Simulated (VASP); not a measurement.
# C (Pm-3m) in VASP: notebook

C is run at these levels: PBE; tasks: single point, relaxation of cell and atoms.

All numbers are computed with VASP 6.6.1; they aren't measurements. Logs are shortened: lines on timing, memory, paths and dates and some standing lists are left out, and cuts for length are marked.

### 1 The cell of the first run

Symmetry: Pm-3m, No. 221, cubic system. Conventional cell: a = 1.599 Å, b = 1.599 Å, c = 1.599 Å, α = 90.00°, β = 90.00°, γ = 90.00°. C (site symmetry m-3m) has 6 C at 1.60 Å within 2.1 Å.

### 2 Single point, PBE

INCAR reads:

```
SYSTEM = C
PREC = Accurate
ENCUT = 520
EDIFF = 1E-7
ISMEAR = -1
SIGMA = 0.08
LREAL = .FALSE.
LASPH = .TRUE.
NELM = 100
ALGO = Normal
ISIF = 2
LWAVE = .FALSE.
LCHARG = .TRUE.
GGA = PE
LELF = .TRUE.
LVHAR = .TRUE.
NBANDS = 8
```

KPOINTS reads:

```
Automatic mesh
0
G
  23 23 23
  0 0 0
```

POSCAR reads:

```
C
1.0
    1.5988347361      0.0000000000      0.0000000000
    0.0000000000      1.5988347361      0.0000000000
    0.0000000000      0.0000000000      1.5988347361
C
1
Direct
    0.0000000000      0.0000000000      0.0000000000
```

Potentials or basis: VASP PAW PBE potentials, release 64 (C).

Command:

```bash
$ cat potpaw_PBE.64/C/POTCAR > POTCAR
$ mpirun -np 1 vasp_std > vasp.out
```

OUTCAR:

```text
SYSTEM = C
   PREC = Accurate
   ENCUT = 520
   EDIFF = 1E-7
   ISMEAR = -1
   LREAL = .FALSE.
   LASPH = .TRUE.
   NELM = 100
   ISIF = 2
   GGA = PE

 ion  position               nearest neighbor table
   1  0.000  0.000  0.000-

  LATTYP: Found a simple cubic cell.
 ALAT       =     1.5988347361

  Lattice vectors:

 A1 = (   1.5988347361,   0.0000000000,   0.0000000000)
 A2 = (   0.0000000000,   1.5988347361,   0.0000000000)
 A3 = (   0.0000000000,   0.0000000000,   1.5988347361)

Analysis of symmetry for initial positions (statically):
=====================================================================
 Subroutine PRICEL returns:
 Original cell was already a primitive cell.

 Routine SETGRP: Setting up the symmetry group for a
 simple cubic supercell.

 Subroutine GETGRP returns: Found 48 space group operations
 (whereof 48 operations were pure point group operations)
 out of a pool of 48 trial point group operations.

The static configuration has the point symmetry O_h .

Analysis of symmetry for dynamics (positions and initial velocities):
=====================================================================
 Subroutine PRICEL returns:
 Original cell was already a primitive cell.

 Routine SETGRP: Setting up the symmetry group for a
 simple cubic supercell.

 Subroutine GETGRP returns: Found 48 space group operations
 (whereof 48 operations were pure point group operations)
 out of a pool of 48 trial point group operations.

The dynamic configuration has the point symmetry O_h .

 Subroutine INISYM returns: Found 48 space group operations
 (whereof 48 operations are pure point group operations),
 and found     1 'primitive' translations

----------------------------------------------------------------------------------------

                                     Primitive cell

  volume of cell :       4.0871

  direct lattice vectors                    reciprocal lattice vectors
     1.598834736  0.000000000  0.000000000     0.625455513  0.000000000  0.000000000
     0.000000000  1.598834736  0.000000000     0.000000000  0.625455513  0.000000000
     0.000000000  0.000000000  1.598834736     0.000000000  0.000000000  0.625455513

  length of vectors
     1.598834736  1.598834736  1.598834736     0.625455513  0.625455513  0.625455513

  position of ions in fractional coordinates (direct lattice)
[... 71 lines left out ...]
   ISPIN  =      1    spin polarized calculation?
   LNONCOLLINEAR =      F non collinear calculations
   LSORBIT =      F    spin-orbit coupling
   LASPH  =      T    aspherical Exc in radial PAW
   ENCUT  =  520.0 eV  38.22 Ry    6.18 a.u.   2.97  2.97  2.97*2*pi/ulx,y,z
   NELM   =    100;   NELMIN=  2; NELMDL= -5     # of ELM steps
   EDIFF  = 0.1E-06   stopping-criterion for ELM
   LREAL  =      F    real-space projection
   EDIFFG = 0.1E-05   stopping-criterion for IOM
   NSW    =      0    number of steps for IOM
   IBRION =     -1    ionic relax: 0-MD 1-quasi-New 2-CG
   NFREE  =      0    steps in history (QN), initial steepest desc. (CG)
   ISIF   =      2    stress and relaxation
   ISYM   =      2    0-nonsym 1-usesym 2-fastsym
   POTIM  = 0.5000    time-step for ionic-motion
   TEBEG  =    0.0;   TEEND  =   0.0 temperature during run
   PSTRESS=    0.0 pullay stress
   NELECT =       4.0000    total number of electrons
   NUPDOWN=      -1.0000    fix difference up-down
   EMIN   =  10.00;   EMAX   =-10.00  energy-range for DOS
   EFERMI =   0.00;   METHOD = LEGACY
   ISMEAR =    -1;   SIGMA  =   0.08  broadening in eV -4-tet -1-fermi 0-gaus
   EFERMI_NEDOS =   21; number of points for ismear=-14 and -15
   IALGO  =     38    algorithm
   IMIX   =      4    mixing-type and parameters
     AMIX     =   0.40;   BMIX     =  1.00
     AMIX_MAG =   1.60;   BMIX_MAG =  1.00
  volume/ion in A,a.u.               =       4.09        27.58
  Fermi-wavevector in a.u.,A,eV,Ry     =   1.625391  3.071544 35.945187  2.641897
  Thomas-Fermi vector in A             =   2.718522
   LORBIT       =      0    0 simple, 1 ext, 2 COOP (PROOUT), +10 PAW based schemes
   GGA     = PE    functional components
   LHFCALC =     F    Hartree Fock is set to
   AEXX    =    0.0000 exact exchange contribution
   IVDW    =     0    specifies the selected vdW correction
   LEPSILON=     F    determine dielectric tensor
   LRPA    =     F    only Hartree local field effects (RPA)
 non-spin polarized calculation
  energy-cutoff  :      520.00
  volume of cell :        4.09
 maximum number of plane-waves:       124
 NGX is ok and might be reduce to    12
   NGX =  5   NGY =  5   NGZ =  5

 number of electron       4.0000000 magnetization

 Free energy of the ion-electron system (eV)
  ---------------------------------------------------
  ext. energy  EPLUGINS =         0.00000000
  ---------------------------------------------------
  free energy    TOTEN  =        -5.78822804 eV

  energy without entropy =       -5.78485327  energy(sigma->0) =       -5.78654066

 E-fermi :  16.8330     XC(G=0): -15.4324

 val. band max:       16.8119864010   @ k =   0.2174   0.2174   0.0870
 cond. band min:      16.8362515912   @ k =   0.4348   0.4348   0.0435
 fundamental gap:      0.0242651901
 Fermi energy:        16.8329537706

 k-point     1 :       0.0000    0.0000    0.0000
  band No.  band energies     occupation
      1     -10.9970      2.00000
      2      28.4914      0.00000
      3      28.4914      0.00000
      4      28.4914      0.00000
      5      45.2887      0.00000
      6      45.2887      0.00000
      7      56.2004      0.00000
      8      84.6656      0.00000
[... 243 lines left out ...]
 k-point    24 :       0.0870    0.0870    0.0000
  band No.  band energies     occupation
      1     -10.2831      2.00000
      2      24.9450      0.00000
      3      26.9747      0.00000
      4      29.0376      0.00000
      5      47.5736      0.00000
      6      50.1716      0.00000
      7      55.6430      0.00000
      8      79.7695      0.00000

 [... further k-points ...]
[... 5 lines left out ...]
  --------------------------------------------------------------------------------------
  -------------------------------------------------------------------------------------
  Total        4.8750067      4.8750067      4.8750067      0.0000000     -0.0000000     -0.0000000
  in kB     1911.0633220   1911.0633220   1911.0633220      0.0000000     -0.0000000     -0.0000000
  external PRESSURE =    1911.0633220 kB  Pullay stress =       0.0000000 kB

 VOLUME and BASIS-vectors are now :
 -----------------------------------------------------------------------------
  energy-cutoff  :      520.00
  volume of cell :        4.09
      direct lattice vectors                 reciprocal lattice vectors
     1.598834736  0.000000000  0.000000000     0.625455513  0.000000000  0.000000000
     0.000000000  1.598834736  0.000000000     0.000000000  0.625455513  0.000000000
     0.000000000  0.000000000  1.598834736     0.000000000  0.000000000  0.625455513

 POSITION                                       TOTAL-FORCE (eV/Angst)
 -----------------------------------------------------------------------------------
      0.00000      0.00000      0.00000         0.000000      0.000000      0.000000
 -----------------------------------------------------------------------------------
    total drift:                               -0.000000     -0.000000     -0.000000

  FREE ENERGIE OF THE ION-ELECTRON SYSTEM (eV)
  ---------------------------------------------------
  free  energy   TOTEN  =        -5.7882280432 eV

  energy  without entropy=       -5.7848532707  energy(sigma->0) =       -5.78654066
```

OSZICAR:

```text
N       E                     dE             d eps       ncg     rms          rms(c)
DAV:   1    -0.460425900276E+01   -0.46043E+01   -0.28949E+03  6688   0.520E+02
DAV:   2    -0.588204975516E+01   -0.12778E+01   -0.12464E+01  7552   0.298E+01
DAV:   3    -0.588346456879E+01   -0.14148E-02   -0.14147E-02  6944   0.100E+00
DAV:   4    -0.588346465869E+01   -0.89904E-07   -0.91113E-07  8392   0.724E-03
DAV:   5    -0.588346466040E+01   -0.17026E-08   -0.73533E-11  6808   0.370E-05    0.337E+00
DAV:   6    -0.581142195756E+01    0.72043E-01   -0.39996E-02  6472   0.140E+00    0.212E+00
DAV:   7    -0.578803036827E+01    0.23392E-01   -0.50783E-02  6632   0.164E+00    0.373E-01
DAV:   8    -0.578823863639E+01   -0.20827E-03   -0.29023E-04  6648   0.157E-01    0.281E-02
DAV:   9    -0.578822725867E+01    0.11378E-04   -0.33079E-05  7232   0.417E-02    0.121E-02
DAV:  10    -0.578822805152E+01   -0.79285E-06   -0.51101E-07  6688   0.712E-03    0.108E-03
DAV:  11    -0.578822804317E+01    0.83462E-08   -0.25923E-08  4840   0.147E-03
   1 F= -.57882280E+01 E0= -.57865407E+01  d E =-.337477E-02
```

stdout:

```text
POSCAR found type information on POSCAR C
 POSCAR found :  1 types and       1 ions
 scaLAPACK will be used
 LDA part: xc-table for (Slater+PW92), standard interpolation
 POSCAR, INCAR and KPOINTS ok, starting setup
 FFT: planning ... GRIDC
 FFT: planning ... GRID_SOFT
 FFT: planning ... GRID
 WAVECAR not read
 entering main loop
```

Run time: 2.6 s. Hardware: 1 thread of Intel Xeon 6975P-C (Granite Rapids), shared host; peak memory 0.1 GiB.

What came out:

```
Free energy            : -5.7882 eV
Pressure               : 191.1 GPa
Band gap on the k mesh : zero (band 2 reaches 28.49 eV, above the bottom of band 3 at 14.92 eV)
```

Levels at points of the mesh, in eV from the Fermi level:
```csv
k point,band 1,band 2,band 3,band 4,band 5
"(0.00, 0.00, 0.00)",-27.83,11.66,11.66,11.66,28.46
```

### 3 Single point, PBE

INCAR reads:

```
ALGO = Normal
EDIFF = 1E-6
ENCUT = 520
GGA = PE
ISIF = 2
ISMEAR = -1
LASPH = True
LCHARG = True
LELF = True
LREAL = False
LVHAR = True
LWAVE = False
NBANDS = 8
NELM = 80
PREC = Accurate
SIGMA = 0.08
```

KPOINTS reads:

```
k-points
0
Gamma
  23 23 23
```

POSCAR reads:

```
C
1.0
    1.5991169085      0.0000000000      0.0000000000
    0.0000000000      1.5991169085      0.0000000000
    0.0000000000      0.0000000000      1.5991169085
C
1
Direct
    0.0000000000      0.0000000000      0.0000000000
```

Potentials or basis: VASP PAW PBE potentials, release 64 (C).

Command:

```bash
$ cat potpaw_PBE.64/C/POTCAR > POTCAR
$ mpirun -np 1 vasp_std > vasp.out
```

Wall time 2.7 s (1 thread of Intel Xeon 6975P-C (Granite Rapids), shared host); peak memory 0.1 GiB.

Results (log left out):

- Free energy: -5.7908 eV
- Pressure: 190.6 GPa
- Band gap on the k mesh: zero (band 2 reaches 28.48 eV, above the bottom of band 3 at 14.91 eV)

Levels at points of the mesh, in eV from the Fermi level:
```tsv
k point	band 1	band 2	band 3	band 4	band 5	band 6
(0.00, 0.00, 0.00)	-27.82	11.65	11.65	11.65	28.45	28.45
```

### 4 Relaxation of cell and atoms, PBE, target pressure 190 GPa, at which the enthalpy is minimised

INCAR reads:

```
PREC = Accurate
ENCUT = 600
EDIFF = 1E-7
ISMEAR = -1
SIGMA = 0.08
LREAL = False
LASPH = True
NELM = 60
ALGO = Normal
ISIF = 3
LWAVE = False
LCHARG = False
GGA = PE
IBRION = 2
NSW = 32
EDIFFG = -0.005
PSTRESS = 1900.0
```

KPOINTS reads:

```
Automatic mesh
0
Gamma
  23 23 23
```

POSCAR reads:

```
C
1.0
    1.5988347361      0.0000000000      0.0000000000
    0.0000000000      1.5988347361      0.0000000000
    0.0000000000      0.0000000000      1.5988347361
C
1
Direct
    0.0000000000      0.0000000000      0.0000000000
```

Command:

```bash
$ cat potpaw_PBE.64/C/POTCAR > POTCAR
$ mpirun -np 1 vasp_std > vasp.out
```

It took 4.3 s on 1 thread of Intel Xeon 6975P-C (Granite Rapids), shared host; peak memory 0.11 GiB.

It converged, with:

```
Free energy                                            : -5.7922 eV
Relaxed volume                                         : 4.09 Å³/atom
Relaxed cell                                           : a = 1.599 Å, b = 1.599 Å, c = 1.599 Å, α = 90.00°, β = 90.00°, γ = 90.00°
Space group after relaxing (to 0.05 Å)                 : Pm-3m (No. 221)
Energy change on relaxing (the enthalpy is what falls) : -2.1 meV/atom
Ionic steps                                            : 3
Pressure after relaxing                                : 190.0 GPa
Band gap on the k mesh                                 : zero (band 2 reaches 28.47 eV, above the bottom of band 3 at 14.91 eV)
```

The path:
| step | energy change (eV) | largest force (eV/Å) | pressure (GPa) | volume (Å³) |
| --- | --- | --- | --- | --- |
| 1 | 0.0000 | 0.0000 | 190.42 | 4.09 |
| 2 | -0.0074 | 0.0000 | 188.93 | 4.09 |
| 3 | -0.0021 | 0.0000 | 190.00 | 4.09 |

Final structure:
```cif
data_structure
_symmetry_space_group_name_H-M 'P 1'
_symmetry_Int_Tables_number 1
_cell_length_a 1.5991
_cell_length_b 1.5991
_cell_length_c 1.5991
_cell_angle_alpha 90.000
_cell_angle_beta 90.000
_cell_angle_gamma 90.000
_cell_volume 4.09
loop_
_atom_site_label
_atom_site_type_symbol
_atom_site_fract_x
_atom_site_fract_y
_atom_site_fract_z
_atom_site_occupancy
C1 C 0.00000 0.00000 0.00000 1
```

Levels at points of the mesh, in eV from the Fermi level:
| k point | band 1 | band 2 | band 3 | band 4 | band 5 |
| --- | --- | --- | --- | --- | --- |
| (0.00, 0.00, 0.00) | -27.82 | 11.65 | 11.65 | 11.65 | 28.45 |

Caveat: the cell is relaxed towards a set pressure, so the enthalpy falls and the energy may rise.

### 5 Relaxation of cell and atoms, PBE, target pressure 190 GPa, at which the enthalpy is minimised

This run uses another cell than the first one, of 4.57 Å³/atom, 1.117 times its volume.

INCAR reads:

```
PREC = Accurate ; ENCUT = 600
EDIFF = 1E-6 ; ISMEAR = -1
SIGMA = 0.08 ; LREAL = False
LASPH = True ; NELM = 100
ALGO = Normal ; ISIF = 3
LWAVE = False ; LCHARG = False
GGA = PE ; IBRION = 2
NSW = 60 ; EDIFFG = -0.005
PSTRESS = 1900.0
```

KPOINTS reads:

```
regular mesh
0
Gamma
  23 23 23
```

POSCAR reads:

```
C
1.0
    1.6590698590      0.0000000000      0.0000000000
    0.0000000000      1.6590698590      0.0000000000
    0.0000000000      0.0000000000      1.6590698590
C
1
Direct
    0.0000000000      0.0000000000      0.0000000000
```

Command:

```bash
$ cat potpaw_PBE.64/C/POTCAR > POTCAR
$ mpirun -np 1 vasp_std > vasp.out
```

Wall time 7.1 s (1 thread of Intel Xeon 6975P-C (Granite Rapids), shared host); peak memory 0.11 GiB.

Results (log left out):

```yaml
Free_energy: -5.7939 eV
Relaxed_volume: 4.09 Å³/atom
Relaxed_cell: a = 1.599 Å, b = 1.599 Å, c = 1.599 Å, α = 90.00°, β = 90.00°, γ = 90.00°
Space_group_after_relaxing_to_0.05_Å: Pm-3m (No. 221)
Energy_change_on_relaxing_the_enthalpy_is_what_falls: +418.3 meV/atom
Ionic_steps: 7
Pressure_after_relaxing: 189.9 GPa
Band_gap_on_the_k_mesh: zero (band 2 reaches 28.47 eV, above the bottom of band 3 at 14.91 eV)
```

Step by step:
| step | energy change (eV) | largest force (eV/Å) | pressure (GPa) | volume (Å³) |
| --- | --- | --- | --- | --- |
| 1 | 0.0000 | 0.0000 | 96.73 | 4.57 |
| 2 | 2.8992 | 0.0000 | 646.64 | 3.03 |
| 3 | 0.3676 | 0.0000 | 179.84 | 4.13 |
| 4 | 0.4089 | 0.0000 | 188.13 | 4.10 |
| 5 | 0.4196 | 0.0000 | 190.25 | 4.09 |
| 6 | 0.4158 | 0.0000 | 189.54 | 4.09 |
| 7 | 0.4183 | 0.0000 | 189.93 | 4.09 |

Final structure:
```yaml
crystal:
  lattice:
    - [1.59897, 0.00000, 0.00000]
    - [0.00000, 1.59897, 0.00000]
    - [0.00000, 0.00000, 1.59897]
  atoms:
    - { symbol: C, position: [0.00000, 0.00000, 0.00000] }
```

Levels at points of the mesh, in eV from the Fermi level:
```
           k point  band 1  band 2  band 3  band 4  band 5  band 6
(0.00, 0.00, 0.00)  -27.82   11.65   11.65   11.65   28.45   28.45
```

Caveat: the cell is relaxed towards a set pressure, so the enthalpy falls and the energy may rise.

### 6 Overview

```csv
task,cell,cutoff (eV),gap on the mesh (eV),pressure (GPa)
single point,"a = 1.599 Å, 1 atom",520,none,190.6
relaxation of cell and atoms,"relaxed to 190 GPa from a = 1.599 Å, 1 atom",600,none,190.0
relaxation of cell and atoms,"relaxed to 190 GPa from a = 1.659 Å, 1 atom",600,none,189.9
```

Alike in all rows: level PBE; potentials or basis VASP PAW PBE potentials, release 64 (C); no spin polarisation; k mesh 23 × 23 × 23; smearing fermi-dirac 0.08 eV.

Caveats: the cell is relaxed towards a set pressure, so the enthalpy falls and the energy may rise (some runs).

Total energies depend on the potentials used, so only differences within one code and one set of settings carry meaning.
